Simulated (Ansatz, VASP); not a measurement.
**LiH in VASP and in Ansatz**

```
Li H
1.0
     0.00000    2.03250    2.03250
     2.03250    0.00000    2.03250
     2.03250    2.03250    0.00000
Li H
1 1
Cartesian
  0.0000 0.0000 0.0000
  2.0325 2.0325 2.0325
```

Alike in both runs: task electric field gradients; functional PBEsol; k mesh 11 × 11 × 11; occupations fermi-dirac, width 0.03 eV; no spin polarisation.

```csv
,VASP,Ansatz
version,VASP 6.6.1,Ansatz 0.2.0
potentials or method,"VASP PAW PBE potentials, release 64 (Li_sv, H)","PAW with Ansatz's default frozen-core files, scalar-relativistic"
plane-wave cutoff (eV),520,420
valence electrons in the cell,4,4
```

|  | VASP | Ansatz | Ansatz less VASP |
| --- | --- | --- | --- |
| gap on the k mesh at the Fermi level (eV) | 2.97 | 2.97 | +0.001 |

VASP's potentials were made for PBE, not for PBEsol.

Noted on VASP's run: the cutoff is short for stress, so the pressure is rough.
